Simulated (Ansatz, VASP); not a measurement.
Ru: VASP beside Ansatz

```
Ru
1.0
     0.00000    2.84942    2.84942
     2.84942    0.00000    2.84942
     2.84942    2.84942    0.00000
Ru
2
Direct
  0.12500 0.12500 0.12500
  0.87500 0.87500 0.87500
```

Alike in both runs: task single point; functional RPBE; k mesh 11 × 11 × 11; occupations fermi-dirac, width 0.1 eV; no spin polarisation.

```csv
,VASP,Ansatz
version,VASP 6.6.1,Ansatz 0.2.0
potentials or method,"VASP PAW PBE potentials, release 64 (Ru_pv), cutoff 520 eV","plane waves (420 eV) with PAW, scalar-relativistic"
valence electrons in the cell,28,32
```

|  | VASP | Ansatz | Ansatz less VASP |
| --- | --- | --- | --- |
| pressure (GPa) | -13.0 | -13.1 | -0.09 |

VASP's potentials were made for PBE, not for RPBE. With one functional, cell and mesh, what is left measures potentials, basis and numerics. VASP's potentials hold 28 valence electrons a cell and Ansatz's 32, so a difference there can come from the potentials and not from the codes.
